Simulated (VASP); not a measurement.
**ZnS: single point with r2SCAN**

Crystal: ZnS.

```
Zn S
1.0
     0.00000    2.69451    2.69451
     2.69451    0.00000    2.69451
     2.69451    2.69451    0.00000
Zn S
1 1
Direct
  0.00000 0.00000 0.00000
  0.58930 0.80357 0.80357
```

This cell differs from its parent crystal: all S atoms moved +0.500 Å, as atom 2 towards its neighbour atom 1 (Zn) at 2.334 Å.

```
Program             : VASP 6.6.1
Task                : single point
Functional          : r2SCAN
Potentials or basis : VASP PAW PBE potentials, release 64 (Zn, S)
Cutoff              : 520 eV
k mesh              : 8 × 8 × 8
Occupations         : gaussian, width 0.05 eV
Spin                : no spin polarisation
```

The pressure is 17.7 GPa. The largest force is 9.882 eV/Å and the band gap on the k mesh is 2.55 eV, direct.

Forces in eV/Å, atoms in the order of the input:
```
Zn   5.706 -5.706 -5.706
S   -5.706  5.706  5.706
```

Stress tensor (GPa, compression positive):
```
 17.68 -21.73 -21.73
-21.73  17.68  21.73
-21.73  21.73  17.68
```

Levels at points of the mesh, in eV from the valence-band top:
| k point | band 7 | band 8 | band 9 | band 10 | band 11 | band 12 |
| --- | --- | --- | --- | --- | --- | --- |
| (0.00, 0.00, 0.00) | -0.98 | 0.00 | 0.00 | 2.55 | 6.55 | 6.55 |
| (0.50, 0.00, 0.00) | -6.06 | -1.37 | -1.37 | 4.48 | 7.78 | 7.78 |
| (0.00, 0.50, 0.00) | -5.10 | -1.58 | -0.30 | 3.27 | 5.77 | 8.38 |
| (0.50, 0.50, 0.00) | -4.81 | -2.51 | -2.12 | 2.83 | 4.56 | 11.05 |

It took 100 s on 1 thread of Intel(R) Xeon(R) Platinum 8375C CPU @ 2.90GHz (Ice Lake), with other jobs on the host, peak memory 0.19 GiB.

Caveat: the cell differs from its parent crystal (all S atoms moved +0.500 Å, as atom 2 towards its neighbour atom 1 (Zn) at 2.334 Å); the PAW data sets were made with another functional, which shifts forces and pressure a little. A k mesh can miss the band edges.
